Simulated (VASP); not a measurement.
# MgB2 (P-4m2) in VASP: further runs

Runs on MgB2. Level: PBE. Tasks: single point, relaxation of cell and atoms.

Everything below comes from runs of VASP 6.6.1. Logs are shortened: lines on timing, memory, paths and dates and some standing lists are left out, and cuts for length are marked.

### Step 1. The cell of the first run

It takes space group P-4m2 (No. 115, tetragonal). The conventional cell has a = 3.329 Å, b = 3.329 Å, c = 7.004 Å, α = 90.00°, β = 90.00°, γ = 90.00°. Mg (site symmetry 2mm) has 6 B at 2.41 to 3.04 Å within 3.2 Å. Within 2.2 Å of B (site symmetry m) lie 4 B at 1.64 to 1.80 Å.

The cell was generated, and may not be a known phase.

### Step 2. Single point, PBE

Input file INCAR:

```
SYSTEM = MgB2
ALGO     = Normal         ! electronic algorithm
EDIFF    = 1E-6           ! SCF threshold, eV
ENCUT    = 520            ! plane-wave cutoff, eV
GGA      = PE             ! functional
ISIF     = 2              ! what is computed and relaxed
ISMEAR   = 0              ! smearing method
LASPH    = .True.         ! aspherical terms in the spheres
LCHARG   = .False.        ! write CHGCAR
LREAL    = .False.        ! projectors in reciprocal space
LWAVE    = .False.        ! write WAVECAR
NBANDS   = 17             ! bands
NELM     = 80             ! most SCF steps
PREC     = Accurate       ! precision mode
SIGMA    = 0.1            ! smearing width, eV
```

Input file KPOINTS:

```
k-points
0
Gamma
  4 4 4
  0 0 0
```

Input file POSCAR:

```
MgB2
1.0
    3.3289604615      0.0000000000      0.0000000000
    0.0000000000      3.3289604615      0.0000000000
    0.0000000000      0.0000000000      7.0039208903
Mg B
2 4
Direct
    0.0000000000      0.5000000000      0.3184323529
    0.5000000000      0.0000000000      0.6815676471
    0.5000000000      0.2529857688      0.0981330395
    0.5000000000      0.7470142312      0.0981330395
    0.2529857688      0.5000000000      0.9018669605
    0.7470142312      0.5000000000      0.9018669605
```

Potentials or basis: VASP PAW PBE potentials, release 64 (Mg, B).

Command:

```
> cat potpaw_PBE.64/Mg/POTCAR potpaw_PBE.64/B/POTCAR > POTCAR
> mpirun -np 1 vasp_std > vasp.out
```

OUTCAR:

```text
SYSTEM = MgB2
   EDIFF = 1E-6
   ENCUT = 520
   GGA = PE
   ISIF = 2
   ISMEAR = 0
   LASPH = .True.
   LREAL = .False.
   NELM = 80
   PREC = Accurate

 ion  position               nearest neighbor table
   1  0.000  0.500  0.318-   3 2.41   4 2.41   3 2.41   4 2.41   2 3.47   2 3.47   2 3.47   2 3.47

   2  0.500  0.000  0.682-   5 2.41   6 2.41   5 2.41   6 2.41   1 3.47   1 3.47   1 3.47   1 3.47

   3  0.500  0.253  0.098-   4 1.64   4 1.68   6 1.80   5 1.80   1 2.41   1 2.41
   4  0.500  0.747  0.098-   3 1.64   3 1.68   5 1.80   6 1.80   1 2.41   1 2.41
   5  0.253  0.500  0.902-   6 1.64   6 1.68   3 1.80   4 1.80   2 2.41   2 2.41
   6  0.747  0.500  0.902-   5 1.64   5 1.68   4 1.80   3 1.80   2 2.41   2 2.41

  LATTYP: Found a simple tetragonal cell.
 ALAT       =     3.3289604615
 C/A-ratio  =     2.1039363403

  Lattice vectors:

 A1 = (   3.3289604615,   0.0000000000,   0.0000000000)
 A2 = (   0.0000000000,   3.3289604615,   0.0000000000)
 A3 = (   0.0000000000,   0.0000000000,   7.0039208903)

Analysis of symmetry for initial positions (statically):
=====================================================================
 Subroutine PRICEL returns:
 Original cell was already a primitive cell.

 Routine SETGRP: Setting up the symmetry group for a
 simple tetragonal supercell.

 Subroutine GETGRP returns: Found  8 space group operations
 (whereof  8 operations were pure point group operations)
 out of a pool of 16 trial point group operations.

The static configuration has the point symmetry D_2d.

Analysis of symmetry for dynamics (positions and initial velocities):
=====================================================================
 Subroutine PRICEL returns:
 Original cell was already a primitive cell.

 Routine SETGRP: Setting up the symmetry group for a
 simple tetragonal supercell.

 Subroutine GETGRP returns: Found  8 space group operations
 (whereof  8 operations were pure point group operations)
 out of a pool of 16 trial point group operations.

The dynamic configuration has the point symmetry D_2d.

 Subroutine INISYM returns: Found  8 space group operations
 (whereof  8 operations are pure point group operations),
 and found     1 'primitive' translations

----------------------------------------------------------------------------------------

                                     Primitive cell

  volume of cell :      77.6173

  direct lattice vectors                    reciprocal lattice vectors
     3.328960461  0.000000000  0.000000000     0.300394075  0.000000000  0.000000000
     0.000000000  3.328960461  0.000000000     0.000000000  0.300394075  0.000000000
     0.000000000  0.000000000  7.003920890     0.000000000  0.000000000  0.142777169

  length of vectors
     3.328960461  3.328960461  7.003920890     0.300394075  0.300394075  0.142777169

  position of ions in fractional coordinates (direct lattice)
     0.000000000  0.500000000  0.318432353
     0.500000000  0.000000000  0.681567647
     0.500000000  0.252985769  0.098133039
     0.500000000  0.747014231  0.098133039
     0.252985769  0.500000000  0.901866961
     0.747014231  0.500000000  0.901866961

  ion indices of the primitive-cell ions
   primitive index   ion index
                 1           1
                 2           2
                 3           3
                 4           4
                 5           5
                 6           6

----------------------------------------------------------------------------------------

 KPOINTS: k-points

Automatic generation of k-mesh.
 Grid dimensions read from file:
 generate k-points for:    4    4    4

 Generating k-lattice:

  Cartesian coordinates                     Fractional coordinates (reciprocal lattice)
     0.075098519  0.000000000  0.000000000     0.250000000  0.000000000  0.000000000
     0.000000000  0.075098519  0.000000000     0.000000000  0.250000000  0.000000000
     0.000000000  0.000000000  0.035694292     0.000000000  0.000000000  0.250000000

  Length of vectors
     0.075098519  0.075098519  0.035694292

  Shift w.r.t. Gamma in fractional coordinates (k-lattice)
     0.000000000  0.000000000  0.000000000

 Subroutine IBZKPT returns following result:
 ===========================================

 Found     18 irreducible k-points:

 Following reciprocal coordinates:
            Coordinates               Weight
  0.000000  0.000000  0.000000      1.000000
  0.250000  0.000000  0.000000      4.000000
  0.500000  0.000000  0.000000      2.000000
  0.250000  0.250000  0.000000      4.000000
  0.500000  0.250000  0.000000      4.000000
  0.500000  0.500000  0.000000      1.000000
[... 10 lines left out ...]
  0.500000  0.250000  0.500000      4.000000
  0.500000  0.500000  0.500000      1.000000
   k-points           NKPTS =     18   k-points in BZ     NKDIM =     18   number of bands    NBANDS=     17
   number of dos      NEDOS =    301   number of ions     NIONS =      6
   total plane-waves  NPLWV =  42336
   dimension x,y,z NGX =    28 NGY =   28 NGZ =   54
   dimension x,y,z NGXF=    56 NGYF=   56 NGZF=  108
   ions per type =               2   4
   NGX,Y,Z   is equivalent  to a cutoff of  13.98, 13.98, 12.82 a.u.
   NGXF,Y,Z  is equivalent  to a cutoff of  27.97, 27.97, 25.64 a.u.
 SYSTEM =  MgB2
   PREC   = accura    normal or accurate (medium, high low for compatibility)
   ISTART =      0    job   : 0-new  1-cont  2-samecut
   ICHARG =      2    charge: 1-file 2-atom 10-const
   ISPIN  =      1    spin polarized calculation?
   LNONCOLLINEAR =      F non collinear calculations
   LSORBIT =      F    spin-orbit coupling
   LASPH  =      T    aspherical Exc in radial PAW
   ENCUT  =  520.0 eV  38.22 Ry    6.18 a.u.   6.19  6.19 13.02*2*pi/ulx,y,z
   NELM   =     80;   NELMIN=  2; NELMDL= -5     # of ELM steps
   EDIFF  = 0.1E-05   stopping-criterion for ELM
   LREAL  =      F    real-space projection
   EDIFFG = 0.1E-04   stopping-criterion for IOM
   NSW    =      0    number of steps for IOM
   IBRION =     -1    ionic relax: 0-MD 1-quasi-New 2-CG
   NFREE  =      0    steps in history (QN), initial steepest desc. (CG)
   ISIF   =      2    stress and relaxation
   ISYM   =      2    0-nonsym 1-usesym 2-fastsym
   POTIM  = 0.5000    time-step for ionic-motion
   TEBEG  =    0.0;   TEEND  =   0.0 temperature during run
   PSTRESS=    0.0 pullay stress
   NELECT =      16.0000    total number of electrons
   NUPDOWN=      -1.0000    fix difference up-down
   EMIN   =  10.00;   EMAX   =-10.00  energy-range for DOS
   EFERMI =   0.00;   METHOD = LEGACY
   ISMEAR =     0;   SIGMA  =   0.10  broadening in eV -4-tet -1-fermi 0-gaus
   EFERMI_NEDOS =   21; number of points for ismear=-14 and -15
   IALGO  =     38    algorithm
   IMIX   =      4    mixing-type and parameters
     AMIX     =   0.40;   BMIX     =  1.00
     AMIX_MAG =   1.60;   BMIX_MAG =  1.00
  volume/ion in A,a.u.               =      12.94        87.30
  Fermi-wavevector in a.u.,A,eV,Ry     =   0.967079  1.827514 12.724739  0.935242
  Thomas-Fermi vector in A             =   2.096935
   LORBIT       =      0    0 simple, 1 ext, 2 COOP (PROOUT), +10 PAW based schemes
   GGA     = PE    functional components
   LHFCALC =     F    Hartree Fock is set to
   AEXX    =    0.0000 exact exchange contribution
   IVDW    =     0    specifies the selected vdW correction
   LEPSILON=     F    determine dielectric tensor
   LRPA    =     F    only Hartree local field effects (RPA)
 non-spin polarized calculation
 Gauss-broadening in eV      SIGMA  =   0.10
  energy-cutoff  :      520.00
  volume of cell :       77.62
 maximum number of plane-waves:      2108
 NGX is ok and might be reduce to    28
   NGX = 13   NGY = 13   NGZ = 27

 number of electron      16.0000000 magnetization

 Free energy of the ion-electron system (eV)
  ---------------------------------------------------
  ext. energy  EPLUGINS =         0.00000000
  ---------------------------------------------------
  free energy    TOTEN  =       -28.02162623 eV

  energy without entropy =      -28.01620679  energy(sigma->0) =      -28.01891651

 E-fermi :   3.3046     XC(G=0):  -9.5429

 val. band max:        3.2772985244   @ k =   0.5000   0.2500   0.0000
 cond. band min:       3.4237391425   @ k =   0.5000   0.5000   0.5000
 fundamental gap:      0.1464406181
 Fermi energy:         3.3045603942

 k-point     1 :       0.0000    0.0000    0.0000
  band No.  band energies     occupation
      1     -10.1014      2.00000
      2      -4.7603      2.00000
      3      -2.8768      2.00000
      4      -0.7557      2.00000
      5      -0.1448      2.00000
      6       1.1302      2.00000
[... 9 lines left out ...]
     16      10.7398      0.00000
     17      11.5640      0.00000

 k-point     2 :       0.2500    0.0000    0.0000
  band No.  band energies     occupation
      1      -9.6437      2.00000
      2      -4.2030      2.00000
      3      -3.4749      2.00000
      4      -1.6370      2.00000
      5      -0.2270      2.00000
      6       1.0567      2.00000
[... 9 lines left out ...]
     16      11.2737      0.00000
     17      12.3773      0.00000

 k-point     3 :       0.5000    0.0000    0.0000
  band No.  band energies     occupation
      1      -8.9842      2.00000
      2      -5.0329      2.00000
      3      -3.2229      2.00000
      4      -0.7337      2.00000
      5      -0.6281      2.00000
      6       0.6373      2.00000
[... 272 lines left out ...]
 k-point    17 :       0.5000    0.2500    0.5000
  band No.  band energies     occupation
      1      -8.5894      2.00000
      2      -4.4860      2.00000
      3      -2.9237      2.00000
      4      -2.1191      2.00000
      5      -0.3071      2.00000
      6       1.4303      2.00000
[... 9 lines left out ...]
     16      11.0636      0.00000
     17      11.2996      0.00000

 k-point    18 :       0.5000    0.5000    0.5000
  band No.  band energies     occupation
      1      -8.0620      2.00000
      2      -3.7165      2.00000
      3      -3.7165      2.00000
      4      -1.8648      2.00000
      5       0.4749      2.00000
      6       0.9993      2.00000
[... 9 lines left out ...]
     16       8.9108      0.00000
     17      13.0871      0.00000

------------------------ aborting loop because EDIFF is reached ----------------------------------------

  FORCE on cell =-STRESS in cart. coord.  units (eV):
  Direction    XX          YY          ZZ          XY          YZ          ZX
  --------------------------------------------------------------------------------------
  -------------------------------------------------------------------------------------
  Total       -0.0951286     -0.0951286      0.0844357      0.0000000      0.0000000      0.0000000
  in kB       -1.9636459     -1.9636459      1.7429224      0.0000000      0.0000000      0.0000000
  external PRESSURE =      -0.7281231 kB  Pullay stress =       0.0000000 kB

 VOLUME and BASIS-vectors are now :
 -----------------------------------------------------------------------------
  energy-cutoff  :      520.00
  volume of cell :       77.62
      direct lattice vectors                 reciprocal lattice vectors
     3.328960461  0.000000000  0.000000000     0.300394075  0.000000000  0.000000000
     0.000000000  3.328960461  0.000000000     0.000000000  0.300394075  0.000000000
     0.000000000  0.000000000  7.003920890     0.000000000  0.000000000  0.142777169

 POSITION                                       TOTAL-FORCE (eV/Angst)
 -----------------------------------------------------------------------------------
      0.00000      1.66448      2.23028         0.000000     -0.000000     -0.001438
      1.66448      0.00000      4.77365         0.000000     -0.000000      0.001438
      1.66448      0.84218      0.68732         0.000000     -0.011552      0.002222
      1.66448      2.48678      0.68732         0.000000      0.011552      0.002222
      0.84218      1.66448      6.31660        -0.011552     -0.000000     -0.002222
      2.48678      1.66448      6.31660         0.011552     -0.000000     -0.002222
 -----------------------------------------------------------------------------------
    total drift:                                0.000000      0.000000     -0.000000

  FREE ENERGIE OF THE ION-ELECTRON SYSTEM (eV)
  ---------------------------------------------------
  free  energy   TOTEN  =       -28.0216262313 eV

  energy  without entropy=      -28.0162067929  energy(sigma->0) =      -28.01891651
```

It took 14 s on 1 thread of AMD EPYC 9R45 (Zen 5), shared host; peak memory 0.16 GiB.

What came out:

- Free energy: -28.0216 eV
- Pressure: -0.1 GPa
- Largest force: 0.012 eV/Å
- Band gap on the k mesh: zero (bands 8 and 9 overlap by 0.25 eV)

Forces in eV/Å, atoms in the order of the input:
```
Mg   0.000  0.000 -0.001
Mg   0.000  0.000  0.001
B    0.000 -0.012  0.002
B    0.000  0.012  0.002
B   -0.012  0.000 -0.002
B    0.012  0.000 -0.002
```

Levels at points of the mesh, in eV from the Fermi level:
```tsv
k point	band 5	band 6	band 7	band 8	band 9	band 10	band 11	band 12
(0.00, 0.00, 0.00)	-3.45	-2.17	-2.17	-0.79	2.62	4.44	4.44	6.32
(0.50, 0.00, 0.00)	-3.93	-2.67	-1.46	-0.29	1.48	1.97	4.23	4.73
(0.50, 0.50, 0.00)	-2.90	-2.16	-2.16	-1.27	1.04	1.84	2.00	2.00
(0.00, 0.00, 0.50)	-3.09	-3.08	-2.17	-2.17	4.32	4.32	4.67	5.54
(0.50, 0.00, 0.50)	-3.89	-1.95	-0.29	-0.17	-0.03	1.31	1.97	5.85
(0.50, 0.50, 0.50)	-2.83	-2.31	-2.31	-0.78	0.12	2.42	3.29	3.29
```

Caveat: the k points lie up to 0.47 Å⁻¹ apart.

### Step 3. Single point, PBE

Input file INCAR:

```
ALGO = Normal ; EDIFF = 1E-6
ENCUT = 520 ; GGA = PE
ISIF = 2 ; ISMEAR = 0
LASPH = T ; LCHARG = F
LREAL = F ; LWAVE = F
NBANDS = 17 ; NELM = 60
PREC = Accurate ; SIGMA = 0.1
```

Input file KPOINTS:

```
k-points
0
Gamma
  6 6 4
```

Input file POSCAR:

```
MgB2
1.0
    3.3142323429      0.0000000000      0.0000000000
    0.0000000000      3.3142323429      0.0000000000
    0.0000000000      0.0000000000      7.0745654431
Mg B
2 4
Direct
    0.0000000000      0.5000000000      0.3196955271
    0.5000000000      0.0000000000      0.6803044729
    0.5000000000      0.2538711761      0.0979773708
    0.5000000000      0.7461288239      0.0979773708
    0.2538711761      0.5000000000      0.9020226292
    0.7461288239      0.5000000000      0.9020226292
```

Potentials or basis: VASP PAW PBE potentials, release 64 (Mg, B).

Command:

```
> cat potpaw_PBE.64/Mg/POTCAR potpaw_PBE.64/B/POTCAR > POTCAR
> mpirun -np 1 vasp_std > vasp.out
```

Run time: 23 s. Hardware: 1 thread of AMD EPYC 9R45 (Zen 5), shared host; peak memory 0.17 GiB.

The run converged. Its results:

```yaml
Free_energy: -28.0064 eV
Pressure: -0.1 GPa
Largest_force: 0.024 eV/Å
Band_gap_on_the_k_mesh: zero (bands 8 and 9 overlap by 0.33 eV)
```

Forces in eV/Å, atoms in the order of the input:
```
Mg   0.000  0.000 -0.015
Mg   0.000  0.000  0.015
B    0.000  0.006  0.024
B    0.000 -0.006  0.024
B    0.006  0.000 -0.024
B   -0.006  0.000 -0.024
```

Levels at points of the mesh, in eV from the Fermi level:
| k point | band 6 | band 7 | band 8 | band 9 | band 10 | band 11 |
| --- | --- | --- | --- | --- | --- | --- |
| (0.00, 0.00, 0.00) | -2.09 | -2.09 | -0.91 | 2.44 | 4.55 | 4.55 |
| (0.50, 0.00, 0.00) | -2.67 | -1.46 | -0.18 | 1.37 | 2.10 | 4.15 |
| (0.50, 0.50, 0.00) | -2.14 | -2.14 | -1.28 | 1.04 | 1.85 | 2.03 |
| (0.00, 0.00, 0.50) | -3.13 | -2.09 | -2.09 | 4.44 | 4.44 | 4.52 |
| (0.50, 0.00, 0.50) | -2.00 | -0.21 | -0.18 | -0.07 | 1.25 | 2.10 |
| (0.50, 0.50, 0.50) | -2.27 | -2.27 | -0.82 | 0.15 | 2.39 | 3.29 |

### Step 4. Relaxation of cell and atoms, PBE

This run uses another cell than the first one, of 10.64 Å³/atom.

Input file INCAR:

```
SYSTEM = MgB2
PREC = Accurate
ENCUT = 600
EDIFF = 1E-6
ISMEAR = 0
SIGMA = 0.1
LREAL = .FALSE.
LASPH = .TRUE.
NELM = 80
ALGO = Normal
ISIF = 3
LWAVE = .FALSE.
LCHARG = .FALSE.
GGA = PE
IBRION = 2
NSW = 90
EDIFFG = -0.04
```

Input file KPOINTS:

```
regular mesh
0
G
  4 4 4
  0 0 0
```

Input file POSCAR:

```
MgB2
1.0
    3.7551170683      0.0000000000      0.0000000000
    0.0000000000      3.7551170683      0.0000000000
    0.0000000000      0.0000000000      4.5257163496
Mg B
2 4
Direct
    0.0000000000      0.5000000000      0.1250000000
    0.5000000000      0.0000000000      0.8750000000
    0.5000000000      0.2500000000      0.1242964535
    0.5000000000      0.7500000000      0.1242964535
    0.2500000000      0.5000000000      0.8757035465
    0.7500000000      0.5000000000      0.8757035465
```

Command:

```
> cat potpaw_PBE.64/Mg/POTCAR potpaw_PBE.64/B/POTCAR > POTCAR
> mpirun -np 1 vasp_std > vasp.out
```

It took 2.8 min on 1 thread of AMD EPYC 9R45 (Zen 5), shared host; peak memory 0.16 GiB.

It converged, with:

| Quantity | Value |
| --- | --- |
| Free energy | -27.3545 eV |
| Relaxed volume | 10.91 Å³/atom |
| Relaxed cell | a = 3.574 Å, b = 3.574 Å, c = 5.121 Å, α = 90.00°, β = 90.00°, γ = 90.00° |
| Space group after relaxing (to 0.1 Å) | P-4m2 (No. 115) |
| Pressure after relaxing | 0.2 GPa |
| Largest force after relaxing | 0.039 eV/Å |
| Band gap on the k mesh | zero (bands 8 and 9 overlap by 2.86 eV) |

Forces on the atoms (eV/Å):
```
Mg   0.000  0.000 -0.039
Mg   0.000  0.000  0.039
B    0.000  0.011 -0.031
B    0.000 -0.011 -0.031
B    0.011  0.000  0.031
B   -0.011  0.000  0.031
```

Stress tensor (GPa, compression positive):
```
0.08 0.00 0.00
0.00 0.08 0.00
0.00 0.00 0.51
```

Final structure:
```xyz
6
Lattice="3.5744 0.0000 0.0000 0.0000 3.5744 0.0000 0.0000 0.0000 5.1213" Properties=species:S:1:pos:R:3 pbc="T T T"
Mg    3.5744    1.7872    1.8430
Mg    1.7872    0.0000    3.2783
B     1.7872    0.8853    0.6242
B     1.7872    2.6890    0.6242
B     0.8853    1.7872    4.4972
B     2.6890    1.7872    4.4972
```

Levels at points of the mesh, in eV from the Fermi level:
```
           k point  band 6  band 7  band 8  band 9  band 10  band 11
(0.00, 0.00, 0.00)   -4.07   -4.07    2.01    2.01     2.08     2.98
(0.50, 0.00, 0.00)   -3.72   -2.60   -1.99   -0.45     2.85     4.80
(0.50, 0.50, 0.00)   -3.21   -3.21   -2.85    1.04     1.04     1.10
(0.00, 0.00, 0.50)   -4.01   -2.32   -0.43    1.28     1.28     3.09
(0.50, 0.00, 0.50)   -2.55   -1.23   -0.31    1.26     1.75     2.26
(0.50, 0.50, 0.50)   -4.12   -4.02   -1.75   -0.15     3.24     3.83
```

Caveat: the k points lie up to 0.44 Å⁻¹ apart in the final cell, too coarse for converged energies and pressures of a metal.

(Part 1 of 2 ends here.)

The gap in the log of VASP goes by the Fermi energy; the results here count the filled bands.